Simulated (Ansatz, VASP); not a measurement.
**Two plane-wave programs on AlN**

```
Al N
1.0
     3.11100    0.00000    0.00000
    -1.55550    2.69421    0.00000
     0.00000    0.00000    4.98100
Al N
2 2
Direct
  0.33333 0.66667 0.00012
  0.66667 0.33333 0.50012
  0.33333 0.66667 0.38188
  0.66667 0.33333 0.88188
```

Alike in both runs: functional LDA; k mesh 8 × 8 × 5; occupations gaussian, width 0.05 eV; no spin polarisation.

Ansatz relaxed the structure, and its values are those at the end. VASP's run is a single point on that final structure, the one shown.

```csv
,VASP,Ansatz
version,VASP 6.6.1,Ansatz 0.2.0
potentials or method,"VASP PAW LDA potentials, release 64 (Al, N)","scalar-relativistic, plane waves, PAW"
plane-wave cutoff (eV),520,420
valence electrons in the cell,16,16
```

|  | VASP | Ansatz | Ansatz less VASP |
| --- | --- | --- | --- |
| pressure (GPa) | -3.9 | -4.4 | -0.54 |

LDA's correlation is that of Perdew and Zunger in VASP and of Perdew and Wang (1992) in Ansatz. Ansatz's warnings: stress scf threshold loose.
